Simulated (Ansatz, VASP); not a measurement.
# Two plane-wave programs on SbSe5

```
Sb Se
1.0
     3.93649   -2.71646   -0.21386
     3.93649    2.71646   -0.21386
    -3.22849    0.00000    8.43330
Sb Se
1 5
Direct
  0.00000 0.00000 0.50000
  0.60275 0.10574 0.72251
  0.89426 0.39725 0.27749
  0.39725 0.89426 0.27749
  0.10574 0.60275 0.72251
  0.00000 0.00000 0.00000
```

Alike in both runs: functional PBE; k mesh 4 × 4 × 2; occupations gaussian, width 0.2 eV; no spin polarisation.

Ansatz relaxed the structure, and its values are those at the end. VASP's run is a single point on that final structure, the one shown.

|  | VASP | Ansatz |
| --- | --- | --- |
| version | VASP 6.6.1 | Ansatz 0.2.0 |
| potentials or method | VASP PAW PBE potentials, release 64 (Sb, Se), cutoff 520 eV | scalar-relativistic, plane waves, PAW |
| valence electrons in the cell | 35 | 95 |

VASP gave:

```
gap on the k mesh at the Fermi level (eV) : none
pressure (GPa)                            : -0.2
rms of the force components (eV/Å)        : 0.029
```

**Question.** Which values does Ansatz return?

**Answer.** gap on the k mesh at the Fermi level (eV): none; pressure (GPa): -0.1; rms of the force components (eV/Å): 0.027.

A gap of «none» marks a metal or a gap that the smearing closes. VASP's potentials hold 35 valence electrons a cell and Ansatz's 95, so a difference there can come from the potentials and not from the codes.

The k mesh is coarse, so the values compare programs but aren't converged. Neither program's run includes spin-orbit coupling.
